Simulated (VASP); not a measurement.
Here is a VASP 6.6.1 calculation.

File INCAR:

```
ALGO = Normal
EDIFF = 1E-7
ENCUT = 520
GGA = CA
ISIF = 2
ISMEAR = -1
LASPH = T
LCHARG = F
LREAL = F
LWAVE = F
NBANDS = 28
NELM = 80
PREC = Accurate
SIGMA = 0.08
```

The input KPOINTS:

```
k-points
0
Gamma
  9 9 9
```

Contents of POSCAR:

```
AgPt3
1.0
    3.9258285673      0.0000000000      0.0000000000
    0.0000000000      3.9258285673      0.0000000000
    0.0000000000      0.0000000000      3.9258285673
Ag Pt
1 3
Direct
    0.0000000000      0.0000000000      0.0000000000
    0.0000000000      0.5000000000      0.5000000000
    0.5000000000      0.0000000000      0.5000000000
    0.5000000000      0.5000000000      0.0000000000
```

Potentials or basis: VASP PAW LDA potentials, release 64 (Ag, Pt).

Launch:

```console
$ cat potpaw_LDA.64/Ag/POTCAR potpaw_LDA.64/Pt/POTCAR > POTCAR
$ mpirun -np 1 vasp_std > vasp.out
```

Q: Predict the pressure.

A: -2.3 GPa.
